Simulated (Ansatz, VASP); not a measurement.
## One calculation of SiC, two programs

```
CELL_PARAMETERS angstrom
3.09407 0.00000 0.00000
-1.54703 2.67954 0.00000
0.00000 0.00000 10.12917
ATOMIC_POSITIONS crystal
Si 0.66667 0.33333 0.93784
Si 0.33333 0.66667 0.43784
Si 0.00000 0.00000 0.68790
Si 0.00000 0.00000 0.18790
C 0.66667 0.33333 0.74981
C 0.33333 0.66667 0.24981
C 0.00000 0.00000 0.50045
C 0.00000 0.00000 0.00045
```

Alike in both runs: task single point; functional PBE; k mesh 12 × 12 × 4; occupations gaussian, width 0.05 eV; no spin polarisation.

|  | VASP | Ansatz |
| --- | --- | --- |
| version | VASP 6.6.1 | Ansatz 0.2.0 |
| potentials or method | VASP PAW PBE potentials, release 64 (Si, C), cutoff 520 eV | scalar-relativistic, plane waves, PAW |
| valence electrons in the cell | 32 | 32 |

|  | VASP | Ansatz | Ansatz less VASP |
| --- | --- | --- | --- |
| gap on the k mesh at the Fermi level (eV) | 2.22 | 2.22 | +0.002 |
| least direct gap on the mesh (eV) | 3.34 | 3.34 | +0.004 |
| pressure (GPa) | 0.0 | 0.0 | +0.04 |
